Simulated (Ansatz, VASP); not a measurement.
# One calculation of SrZr2O3, two programs

```
Sr Zr O
1.0
     5.63736    0.00000    0.00000
    -2.81868    4.88209    0.00000
     0.00000    0.00000    3.19701
Sr Zr O
1 2 3
Direct
  0.00000 0.00000 0.00000
  0.33333 0.66667 0.00000
  0.66667 0.33333 0.00000
  0.50000 0.00000 0.50000
  0.50000 0.50000 0.50000
  0.00000 0.50000 0.50000
```

Change from the starting cell: species swapped into the LaB2Ir3 type (P6/mmm, No. 191).

Alike in both runs: functional PBE; k mesh 3 × 3 × 4; occupations gaussian, width 0.15 eV; no spin polarisation.

Ansatz relaxed the structure, and its values are those at the end. VASP's run is a single point on that final structure, the one shown.

```csv
,VASP,Ansatz
version,VASP 6.6.1,Ansatz 0.2.0
potentials or method,"VASP PAW PBE potentials, release 64 (Sr_sv, Zr_sv, O), cutoff 600 eV","scalar-relativistic, plane waves, PAW"
valence electrons in the cell,52,52
```

```tsv
	VASP	Ansatz	Ansatz less VASP
gap on the k mesh at the Fermi level (eV)	none	none	-
pressure (GPa)	0.2	0.1	-0.10
```

A gap of «none» marks a metal or a gap that the smearing closes. The functional is the same, so the differences come from potentials, cutoffs and numerics.

The k mesh is coarse, so the values compare programs but aren't converged.
